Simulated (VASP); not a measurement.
Wanted: the native input for a VASP 6.6.1 run.

```
Task                   : single point
Functional             : PBE
Potentials or basis    : VASP PAW PBE potentials, release 64 (Pr_3, Ag, C), 4f in core
Cutoff                 : 600 eV
k mesh                 : 6 × 6 × 4
Occupations            : gaussian, width 0.1 eV
Spin                   : no spin polarisation
Dipole correction      : no
Further INCAR settings : ALGO = Normal; EDIFF = 1e-06; NBANDS = 20
```

The structure of PrAgC lies in POSCAR:

```
PrAgC
1.0
    4.1666657200      0.0000000000      0.0000000000
   -2.0833328600      3.6084383600      0.0000000000
    0.0000000000      0.0000000000      4.6843960000
Pr Ag C
1 1 1
Direct
    0.6666666700      0.3333333300      0.0000000000
    0.0000000000      0.0000000000      0.5000000000
    0.3333333300      0.6666666700      0.5000000000
```

The cell was generated, and may not be a known phase.

One way to write it, as run:

INCAR

```
SYSTEM = PrAgC
ALGO     = Normal         ! electronic algorithm
EDIFF    = 1E-6           ! SCF threshold, eV
ENCUT    = 600            ! plane-wave cutoff, eV
GGA      = PE             ! functional
GGA_COMPAT= .False.      
ISIF     = 2              ! what is computed and relaxed
ISMEAR   = 0              ! smearing method
LASPH    = .True.         ! aspherical terms in the spheres
LCHARG   = .False.        ! write CHGCAR
LMAXMIX  = 6              ! l up to which the mixer works
LREAL    = .False.        ! projectors in reciprocal space
LWAVE    = .False.        ! write WAVECAR
NBANDS   = 20             ! bands
NELM     = 200            ! most SCF steps
PREC     = Accurate       ! precision mode
SIGMA    = 0.1            ! smearing width, eV
```

KPOINTS

```
k-points
0
Gamma
  6 6 4
  0 0 0
```

Potentials or basis: VASP PAW PBE potentials, release 64 (Pr_3, Ag, C), 4f in core.

Launch:

```sh
$ cat potpaw_PBE.64/Pr_3/POTCAR potpaw_PBE.64/Ag/POTCAR potpaw_PBE.64/C/POTCAR > POTCAR
$ mpirun -np 1 vasp_std > vasp.out
```

It gave:

```json
{
  "Pressure": "-14.0 GPa",
  "Band gap on the k mesh": "zero (bands 13 and 14 overlap by 1.38 eV)"
}
```

Caveat: the stress differs along the axes, from -17 to -12 GPa; spin-orbit coupling is left out, which moves the levels of the heavy elements; the 4f electrons are frozen in the core, so they carry no moment and show no levels.

Wall time 17 s on 1 thread of Intel(R) Xeon(R) 6975P-C (Granite Rapids), with other jobs on the host, peak memory 0.24 GiB.
